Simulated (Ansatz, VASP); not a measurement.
**SiC: VASP beside Ansatz**

```xyz
16
Lattice="3.1095 0.0000 0.0000 -1.5547 2.6929 0.0000 0.0000 0.0000 20.3455" Properties=species:S:1:pos:R:3 pbc="T T T"
Si    0.0000    1.7953    5.0885
Si    1.5547    0.8976   15.2613
Si    0.0000    1.7953   12.7160
Si    1.5547    0.8976    2.5432
Si    0.0000    0.0000    0.0020
Si    0.0000    0.0000   10.1747
Si    0.0000    1.7953   17.8059
Si    1.5547    0.8976    7.6331
C     0.0000    1.7953   19.7130
C     1.5547    0.8976    9.5402
C     0.0000    0.0000    1.9098
C     0.0000    0.0000   12.0825
C     0.0000    1.7953    7.0013
C     1.5547    0.8976   17.1740
C     0.0000    1.7953   14.6227
C     1.5547    0.8976    4.4499
```

Change from the starting cell: volume scaled by 1.03.

Alike in both runs: task electric field gradients; functional PBE; k mesh 10 × 10 × 2; occupations fermi-dirac, width 0.02 eV; no spin polarisation.

|  | VASP | Ansatz |
| --- | --- | --- |
| version | VASP 6.6.1 | Ansatz 0.2.0 |
| potentials or method | VASP PAW PBE potentials, release 64 (Si, C) | plane-wave PAW, scalar-relativistic |
| plane-wave cutoff (eV) | 520 | 420 |
| valence electrons in the cell | 64 | 64 |

|  | VASP | Ansatz | Ansatz less VASP |
| --- | --- | --- | --- |
| gap on the k mesh at the Fermi level (eV) | 1.78 | 1.78 | +0.002 |
| pressure (GPa) | -3.0 | -2.9 | +0.11 |
| traceless stress, the component that is largest in VASP (GPa) | -0.10 | -0.15 | -0.056 |
| rms of the force components (eV/Å) | 0.002 | 0.003 | +0.0007 |
| size of Vzz on the site where it differs most (V/Å²) | 2.2 | 2.0 | -0.17 |

Atom by atom the forces differ by 0.002 eV/Å (rms over components).
